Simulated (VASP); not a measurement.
Here is a VASP 6.6.1 calculation.

File INCAR:

```
SYSTEM = Hf
ALGO     = Normal         ! electronic algorithm
EDIFF    = 1E-6           ! SCF threshold, eV
ENCUT    = 520            ! plane-wave cutoff, eV
GGA      = PE             ! functional
ISIF     = 2              ! what is computed and relaxed
ISMEAR   = -1             ! smearing method
LASPH    = .TRUE.         ! aspherical terms in the spheres
LCHARG   = .TRUE.         ! write CHGCAR
LELF     = .TRUE.         ! ELF
LREAL    = .FALSE.        ! projectors in reciprocal space
LVHAR    = .TRUE.       
LWAVE    = .FALSE.        ! write WAVECAR
NBANDS   = 22             ! bands
NELM     = 80             ! most SCF steps
PREC     = Accurate       ! precision mode
SIGMA    = 0.08           ! smearing width, eV
```

File KPOINTS:

```
k-points
0
G
  8 8 11
  0 0 0
```

Contents of POSCAR:

```
Hf
1.0
    4.6339813734      0.0000000000      0.0000000000
   -2.3169906867      4.0131455900      0.0000000000
    0.0000000000      0.0000000000      2.8823822640
Hf
3
Direct
    0.0000000000      0.0000000000      0.0000000000
    0.3333333333      0.6666666667      0.5000000000
    0.6666666667      0.3333333333      0.5000000000
```

Potentials or basis: VASP PAW PBE potentials, release 64 (Hf_pv).

Launch:

```console
$ cat potpaw_PBE.64/Hf_pv/POTCAR > POTCAR
$ mpirun -np 1 vasp_std > vasp.out
```

**Question.** What does it give for the band gap on the k mesh?

**Answer.** Zero (bands 15 and 16 overlap by 1.03 eV).

**Question.** What does it give for the pressure?

**Answer.** 34.8 GPa.

Stress tensor (GPa, compression positive):
```
34.69  0.00  0.00
 0.00 34.69  0.00
 0.00  0.00 35.07
```

Caveat: the cell stands under pressure; spin-orbit coupling is left out, which moves the levels of the heavy elements.
